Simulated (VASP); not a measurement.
A run of VASP 6.6.1 is set up as follows.

File INCAR:

```
  PREC = Accurate
  ENCUT = 500
  EDIFF = 1E-7
  ISMEAR = 0
  SIGMA = 0.1
  LREAL = False
  LASPH = True
  NELM = 120
  ALGO = Normal
  ISIF = 3
  LWAVE = False
  LCHARG = False
  GGA = PE
  IBRION = 2
  NSW = 100
  EDIFFG = -0.01
  GGA_COMPAT = False
  NELMIN = 4
```

KPOINTS

```
Automatic mesh
0
Gamma
  24 24 24
```

The input POSCAR:

```
Nb
1.0
   -1.6588161896      1.6588161896      1.6588161896
    1.6588161896     -1.6588161896      1.6588161896
    1.6588161896      1.6588161896     -1.6588161896
Nb
1
Direct
    0.0000000000      0.0000000000      0.0000000000
```

Potentials or basis: VASP PAW PBE potentials, release 64 (Nb_sv).

Launch:

```bash
$ cat potpaw_PBE.64/Nb_sv/POTCAR > POTCAR
$ mpirun -np 1 vasp_std > vasp.out
```

What does it give for the band gap on the k mesh?

Zero (an odd number of electrons rules out a gap without spin polarisation).

Estimate the relaxed volume.

18.09 Å³/atom.

What does it give for the space group after relaxing (to 0.1 Å)?

Im-3m (No. 229).

The path:
```csv
step,energy change (eV),largest force (eV/Å),pressure (GPa),volume (Å³)
1,0.0000,0.0000,-1.54,18.26
2,0.0018,0.0000,2.87,17.80
3,-0.0008,0.0000,-0.01,18.09
```
